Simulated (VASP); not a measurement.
Runs of VASP 6.6.1 on BaTiO3. The structure is that of space group Pm-3m (No. 221), or close to it. The cells are those of the table. 

| cell | gap on the mesh (eV) | pressure (GPa) |
| --- | --- | --- |
| a = 3.858 Å, 5 atoms | 1.96 | 29.0 |
| a = 3.698, b = 3.698, c = 3.859 Å, 5 atoms | 1.91 | 58.2 |
| a = 3.858, b = 3.858, c = 3.698 Å, 5 atoms | (a) | 42.7 |
| a = 4.019, b = 4.019, c = 3.859 Å, 5 atoms | 1.71 | 9.7 |
| a = 3.698 Å, 5 atoms | 1.97 | 75.5 |
| a = 4.019, b = 4.019, c = 4.180 Å, 5 atoms | (b) | -4.0 |
| a = 4.341 Å, 5 atoms | 1.26 | -21.6 |
| a = 3.858, b = 3.858, c = 4.019 Å, 5 atoms | 1.79 | 18.8 |

Alike in all rows: task single point; level PBE; potentials or basis VASP PAW PBE potentials, release 64 (Ba_sv, Ti_sv, O); no spin polarisation; k mesh 8 × 8 × 8; cutoff (eV) 520; smearing gaussian 0.05 eV.

Task: Estimate the missing entries.

Result: (a) 1.86; (b) 1.57.

Caveats: spin-orbit coupling is left out, which moves the levels of the heavy elements.

A k mesh can miss the band edges, and the runs leave out spin-orbit coupling on Ba.
